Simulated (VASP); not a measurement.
# Ti4HBr (P4/mmm) in VASP: relaxation of cell and atoms with PBE

Aim: the relaxation of cell and atoms of Ti4HBr with PBE.

All numbers are computed with VASP 6.6.1; they aren't measurements. Logs are shortened: lines on timing, memory, paths and dates and some standing lists are left out, and cuts for length are marked.

## Step 1: The cell of the first run

The structure is tetragonal, space group P4/mmm (No. 123). Conventional cell: a = 3.841 Å, b = 3.841 Å, c = 5.561 Å, α = 90.00°, β = 90.00°, γ = 90.00°. Ti (site symmetry 2mm) has 2 H at 2.31 Å and 2 Br at 2.43 Å and 6 Ti at 2.57 to 2.99 Å within 3.1 Å. Within 3.1 Å of H (site symmetry 4/mmm) lie 8 Ti at 2.31 Å. Br (site symmetry 4/mmm) has 8 Ti at 2.43 Å within 3.2 Å.

The cell was built from a structure type or drawn by symmetry, and may not be a known phase.

## Step 2: Relaxation of cell and atoms, PBE, collinear spin

Input file INCAR:

```
SYSTEM = Ti4HBr
PREC = Accurate
ENCUT = 600
EDIFF = 1E-6
ISMEAR = 0
SIGMA = 0.1
LREAL = .FALSE.
LASPH = .TRUE.
NELM = 150
ALGO = Normal
ISIF = 3
LWAVE = .FALSE.
LCHARG = .FALSE.
ISPIN = 2
MAGMOM = 1 1 1 1 0 0
LORBIT = 11
LMAXMIX = 4
GGA = PE
IBRION = 2
NSW = 90
EDIFFG = -0.04
```

Input file KPOINTS:

```
Automatic mesh
0
G
  4 4 4
  0 0 0
```

Input file POSCAR:

```
Ti4HBr
1.0
    3.8413380800      0.0000000000      0.0000000000
    0.0000000000      3.8413380800      0.0000000000
    0.0000000000      0.0000000000      5.5610390600
Ti H Br
4 1 1
Direct
    0.5000000000      0.0000000000      0.7312811000
    0.0000000000      0.5000000000      0.2687189000
    0.5000000000      0.0000000000      0.2687189000
    0.0000000000      0.5000000000      0.7312811000
    0.5000000000      0.5000000000      0.5000000000
    0.0000000000      0.0000000000      0.0000000000
```

Potentials or basis: VASP PAW PBE potentials, release 64 (Ti_sv, H, Br).

Launch:

```bash
> cat potpaw_PBE.64/Ti_sv/POTCAR potpaw_PBE.64/H/POTCAR potpaw_PBE.64/Br/POTCAR > POTCAR
> mpirun -np 1 vasp_std > vasp.out
```

OUTCAR:

```text
SYSTEM = Ti4HBr
   PREC = Accurate
   ENCUT = 600
   EDIFF = 1E-6
   ISMEAR = 0
   LREAL = .FALSE.
   LASPH = .TRUE.
   NELM = 150
   ISIF = 3
   ISPIN = 2
   LORBIT = 11
   GGA = PE
   IBRION = 2
   NSW = 90
   EDIFFG = -0.04

 ion  position               nearest neighbor table
   1  0.500  0.000  0.731-   6 2.43   6 2.43   3 2.57   4 2.72   4 2.72   4 2.72   4 2.72
   2  0.000  0.500  0.269-   6 2.43   6 2.43   4 2.57   3 2.72   3 2.72   3 2.72   3 2.72
   3  0.500  0.000  0.269-   6 2.43   6 2.43   1 2.57   2 2.72   2 2.72   2 2.72   2 2.72
   4  0.000  0.500  0.731-   6 2.43   6 2.43   2 2.57   1 2.72   1 2.72   1 2.72   1 2.72
   5  0.500  0.500  0.500-
   6  0.000  0.000  0.000-   1 2.43   2 2.43   3 2.43   4 2.43   2 2.43   4 2.43   1 2.43   3 2.43

  LATTYP: Found a simple tetragonal cell.
 ALAT       =     3.8413380800
 C/A-ratio  =     1.4476827981

  Lattice vectors:

 A1 = (   3.8413380800,   0.0000000000,   0.0000000000)
 A2 = (   0.0000000000,   3.8413380800,   0.0000000000)
 A3 = (   0.0000000000,   0.0000000000,   5.5610390600)

Analysis of symmetry for initial positions (statically):
=====================================================================
 Subroutine PRICEL returns:
 Original cell was already a primitive cell.

 Routine SETGRP: Setting up the symmetry group for a
 simple tetragonal supercell.

 Subroutine GETGRP returns: Found 16 space group operations
 (whereof 16 operations were pure point group operations)
 out of a pool of 16 trial point group operations.

The static configuration has the point symmetry D_4h.

Analysis of symmetry for dynamics (positions and initial velocities):
=====================================================================
 Subroutine PRICEL returns:
 Original cell was already a primitive cell.

 Routine SETGRP: Setting up the symmetry group for a
 simple tetragonal supercell.

 Subroutine GETGRP returns: Found 16 space group operations
 (whereof 16 operations were pure point group operations)
 out of a pool of 16 trial point group operations.

The dynamic configuration has the point symmetry D_4h.

Analysis of structural, dynamic, and magnetic symmetry:
=====================================================================
 Subroutine PRICEL returns:
 Original cell was already a primitive cell.

 Routine SETGRP: Setting up the symmetry group for a
 simple tetragonal supercell.

 Subroutine GETGRP returns: Found 16 space group operations
 (whereof 16 operations were pure point group operations)
 out of a pool of 16 trial point group operations.

The overall configuration has the point symmetry D_4h.

 Subroutine INISYM returns: Found 16 space group operations
 (whereof 16 operations are pure point group operations),
 and found     1 'primitive' translations

----------------------------------------------------------------------------------------

                                     Primitive cell

  volume of cell :      82.0580

  direct lattice vectors                    reciprocal lattice vectors
     3.841338080  0.000000000  0.000000000     0.260325954  0.000000000  0.000000000
     0.000000000  3.841338080  0.000000000     0.000000000  0.260325954  0.000000000
     0.000000000  0.000000000  5.561039060     0.000000000  0.000000000  0.179822510

  length of vectors
     3.841338080  3.841338080  5.561039060     0.260325954  0.260325954  0.179822510

  position of ions in fractional coordinates (direct lattice)
     0.500000000  0.000000000  0.731281100
     0.000000000  0.500000000  0.268718900
     0.500000000  0.000000000  0.268718900
     0.000000000  0.500000000  0.731281100
     0.500000000  0.500000000  0.500000000
     0.000000000  0.000000000  0.000000000

  ion indices of the primitive-cell ions
   primitive index   ion index
                 1           1
                 2           2
                 3           3
                 4           4
                 5           5
                 6           6

[... 28 lines left out ...]
  0.000000  0.000000  0.000000      1.000000
  0.250000  0.000000  0.000000      4.000000
  0.500000  0.000000  0.000000      2.000000
  0.250000  0.250000  0.000000      4.000000
  0.500000  0.250000  0.000000      4.000000
  0.500000  0.500000  0.000000      1.000000
[... 10 lines left out ...]
  0.500000  0.250000  0.500000      4.000000
  0.500000  0.500000  0.500000      1.000000
   k-points           NKPTS =     18   k-points in BZ     NKDIM =     18   number of bands    NBANDS=     35
   number of dos      NEDOS =    301   number of ions     NIONS =      6
   total plane-waves  NPLWV =  49152
   dimension x,y,z NGX =    32 NGY =   32 NGZ =   48
   dimension x,y,z NGXF=    64 NGYF=   64 NGZF=   96
   ions per type =               4   1   1
   NGX,Y,Z   is equivalent  to a cutoff of  13.85, 13.85, 14.35 a.u.
   NGXF,Y,Z  is equivalent  to a cutoff of  27.70, 27.70, 28.70 a.u.
 SYSTEM =  Ti4HBr
   PREC   = accura    normal or accurate (medium, high low for compatibility)
   ISTART =      0    job   : 0-new  1-cont  2-samecut
   ICHARG =      2    charge: 1-file 2-atom 10-const
   ISPIN  =      2    spin polarized calculation?
   LNONCOLLINEAR =      F non collinear calculations
   LSORBIT =      F    spin-orbit coupling
   LASPH  =      T    aspherical Exc in radial PAW
   ENCUT  =  600.0 eV  44.10 Ry    6.64 a.u.   7.67  7.67 11.11*2*pi/ulx,y,z
   NELM   =    150;   NELMIN=  2; NELMDL= -5     # of ELM steps
   EDIFF  = 0.1E-05   stopping-criterion for ELM
   LREAL  =      F    real-space projection
   EDIFFG = -.4E-01   stopping-criterion for IOM
   NSW    =     90    number of steps for IOM
   IBRION =      2    ionic relax: 0-MD 1-quasi-New 2-CG
   NFREE  =      1    steps in history (QN), initial steepest desc. (CG)
   ISIF   =      3    stress and relaxation
   ISYM   =      2    0-nonsym 1-usesym 2-fastsym
   POTIM  = 0.5000    time-step for ionic-motion
   TEBEG  =    0.0;   TEEND  =   0.0 temperature during run
   PSTRESS=    0.0 pullay stress
   NELECT =      56.0000    total number of electrons
   NUPDOWN=      -1.0000    fix difference up-down
   EMIN   =  10.00;   EMAX   =-10.00  energy-range for DOS
   EFERMI =   0.00;   METHOD = LEGACY
   ISMEAR =     0;   SIGMA  =   0.10  broadening in eV -4-tet -1-fermi 0-gaus
   EFERMI_NEDOS =   21; number of points for ismear=-14 and -15
   IALGO  =     38    algorithm
   IMIX   =      4    mixing-type and parameters
     AMIX     =   0.40;   BMIX     =  1.00
     AMIX_MAG =   1.60;   BMIX_MAG =  1.00
  volume/ion in A,a.u.               =      13.68        92.29
  Fermi-wavevector in a.u.,A,eV,Ry     =   1.441331  2.723721 28.265234  2.077436
  Thomas-Fermi vector in A             =   2.559976
   LORBIT       =     11    0 simple, 1 ext, 2 COOP (PROOUT), +10 PAW based schemes
   GGA     = PE    functional components
   LHFCALC =     F    Hartree Fock is set to
   AEXX    =    0.0000 exact exchange contribution
   IVDW    =     0    specifies the selected vdW correction
   LEPSILON=     F    determine dielectric tensor
   LRPA    =     F    only Hartree local field effects (RPA)
 conjugate gradient relaxation of ions
 spin polarized calculation
 Gauss-broadening in eV      SIGMA  =   0.10
  energy-cutoff  :      600.00
  volume of cell :       82.06
 maximum number of plane-waves:      2767
 NGX is ok and might be reduce to    32
   NGX = 15   NGY = 15   NGZ = 23

--------------------------------------- Ionic step        1  -------------------------------------------

 number of electron      56.0000012 magnetization       0.0002305

 Free energy of the ion-electron system (eV)
  ---------------------------------------------------
  ext. energy  EPLUGINS =         0.00000000
  ---------------------------------------------------
  free energy    TOTEN  =       -33.03322742 eV

  energy without entropy =      -33.00623055  energy(sigma->0) =      -33.01972898

------------------------ aborting loop because EDIFF is reached ----------------------------------------

  FORCE on cell =-STRESS in cart. coord.  units (eV):
  Direction    XX          YY          ZZ          XY          YZ          ZX
  --------------------------------------------------------------------------------------
  -------------------------------------------------------------------------------------
  Total        9.2178505      9.2178505      8.3794755      0.0000000     -0.0000000      0.0000000
  in kB      179.9779218    179.9779218    163.6087055      0.0000000     -0.0000000      0.0000000
  external PRESSURE =     174.5215164 kB  Pullay stress =       0.0000000 kB
[... 103 lines left out ...]
  FREE ENERGIE OF THE ION-ELECTRON SYSTEM (eV)
  ---------------------------------------------------
  free  energy   TOTEN  =       -33.6860712188 eV

  energy  without entropy=      -33.6478169510  energy(sigma->0) =      -33.66694408

[... ionic steps 4 to 30 ...]

--------------------------------------- Ionic step       31  -------------------------------------------

 number of electron      55.9999996 magnetization       0.0002512

------------------------ aborting loop because EDIFF is reached ----------------------------------------
[... 77 lines left out ...]
 number of electron      56.0000002 magnetization      -0.0001203

 number of electron      56.0000002 magnetization       0.0004420

 Free energy of the ion-electron system (eV)
  ---------------------------------------------------
  ext. energy  EPLUGINS =         0.00000000
  ---------------------------------------------------
  free energy    TOTEN  =       -34.15059285 eV

  energy without entropy =      -34.11137812  energy(sigma->0) =      -34.13098548

 E-fermi :   7.4531     XC(G=0): -10.8018

 val. band max:        7.4321134176   @ k =   0.5000   0.2500   0.5000
 cond. band min:       7.4606327390   @ k =   0.5000   0.2500   0.2500
 fundamental gap:      0.0285193214
 Fermi energy:         7.4530988644

 spin component 1

 k-point     1 :       0.0000    0.0000    0.0000
  band No.  band energies     occupation
      1     -49.2073      1.00000
      2     -49.1488      1.00000
      3     -48.9595      1.00000
      4     -48.9061      1.00000
      5     -25.8147      1.00000
      6     -25.6940      1.00000
[... 673 lines left out ...]
     34       9.6672      0.00000
     35       9.6672      0.00000
 Fermi energy:         7.4530988644

 spin component 2

 k-point     1 :       0.0000    0.0000    0.0000
  band No.  band energies     occupation
      1     -49.2072      1.00000
      2     -49.1487      1.00000
      3     -48.9594      1.00000
      4     -48.9061      1.00000
      5     -25.8145      1.00000
      6     -25.6939      1.00000
[... 706 lines left out ...]
  FREE ENERGIE OF THE ION-ELECTRON SYSTEM (eV)
  ---------------------------------------------------
  free  energy   TOTEN  =       -34.1505928538 eV

  energy  without entropy=      -34.1113781155  energy(sigma->0) =      -34.13098548

 reached required accuracy - stopping structural energy minimisation

 total charge

# of ion       s       p       d       tot
------------------------------------------
    1        2.226   6.064   2.087  10.377
    2        2.226   6.064   2.087  10.377
    3        2.226   6.064   2.087  10.377
    4        2.226   6.064   2.087  10.377
    5        0.463   0.020   0.000   0.483
    6        1.607   3.189   0.069   4.866
--------------------------------------------------
tot         10.973  27.467   8.419  46.858

 magnetization (x)

# of ion       s       p       d       tot
------------------------------------------
    1        0.000   0.000   0.000   0.000
    2        0.000   0.000   0.000   0.000
    3        0.000   0.000   0.000   0.000
    4        0.000   0.000   0.000   0.000
    5       -0.000   0.000   0.000  -0.000
    6        0.000   0.000   0.000   0.000
--------------------------------------------------
tot          0.000   0.000   0.001   0.001
```

Run time: 75 min. Hardware: 1 thread of Intel Xeon 8259CL, shared host; peak memory 0.32 GiB.

Results:

| Item | Value |
| --- | --- |
| Free energy | -34.1506 eV |
| Relaxed volume | 16.38 Å³/atom |
| Relaxed cell | a = 3.726 Å, b = 3.726 Å, c = 7.083 Å, α = 90.00°, β = 90.00°, γ = 90.00° |
| Space group after relaxing (to 0.1 Å) | P4/mmm (No. 123) |
| Energy gained by relaxing | 186.2 meV/atom |
| Ionic steps | 33 |
| Pressure after relaxing | 0.1 GPa |
| Largest force after relaxing | 0.022 eV/Å |
| Band gap on the k mesh | zero (filled and empty bands overlap) |
| Net moment | 0.00 μB per cell |
| Valence electrons inside the program's atomic spheres | Ti 10.38; H 0.48; Br 4.87 |

Forces on the atoms (eV/Å):
```
Ti   0.000  0.000 -0.022
Ti   0.000  0.000  0.022
Ti   0.000  0.000  0.022
Ti   0.000  0.000 -0.022
H    0.000  0.000  0.000
Br   0.000  0.000  0.000
```

Step by step:
```tsv
step	energy change (eV)	largest force (eV/Å)	pressure (GPa)	volume (Å³)
1	0.0000	1.0430	17.45	82.06
2	-0.5330	0.0353	-5.45	101.05
3	-0.6528	0.2076	-0.31	94.40
4	-0.6593	0.1027	-0.03	94.08
5	-0.6612	0.0229	0.35	93.70
6	-0.6613	0.0007	0.31	93.77
7	-0.6642	0.0132	0.01	94.10
8	-0.6681	0.0373	-0.84	95.07
9	-0.6696	0.0317	-0.77	95.02
10	-0.6740	0.0049	-0.56	94.85
11	-0.6856	0.0996	-0.16	94.48
12	-0.7202	0.3684	0.83	93.67
13	-0.8285	0.6240	3.49	91.71
14	-0.3793	0.3631	12.76	86.62
15	-0.8560	0.6342	4.55	91.02
16	-0.8528	0.6573	5.24	90.58
17	-0.8546	0.6523	5.06	90.69
18	-0.8550	0.6542	5.07	90.69
19	-0.8560	0.6580	5.13	90.66
20	-0.8570	0.6649	5.31	90.61
21	-0.8582	0.6638	5.31	90.64
22	-0.8619	0.6622	5.27	90.71
23	-0.8692	0.6570	5.11	90.86
24	-0.8833	0.6471	4.82	91.16
25	-0.9098	0.6283	4.23	91.76
26	-0.9561	0.5921	3.17	92.96
27	-1.0229	0.5253	1.18	95.38
28	-1.0654	0.4125	-1.91	100.33
29	-1.0661	0.4296	-1.32	99.45
30	-1.0820	0.3663	-1.12	99.24
31	-1.1126	0.1499	-0.37	98.63
32	-1.0834	0.3746	1.43	97.41
33	-1.1174	0.0224	0.06	98.31
```

Final structure:
```
Ti H Br
1.0
     3.72554    0.00000    0.00000
     0.00000    3.72554    0.00000
     0.00000    0.00000    7.08288
Ti H Br
4 1 1
Direct
  0.50000 0.00000 0.68759
  0.00000 0.50000 0.31241
  0.50000 0.00000 0.31241
  0.00000 0.50000 0.68759
  0.50000 0.50000 0.50000
  0.00000 0.00000 0.00000
```

Caveat: the k points lie up to 0.42 Å⁻¹ apart in the final cell, too coarse for converged energies and pressures of a metal; the volume moved by over 15 % at a fixed basis, so the end points are rough.
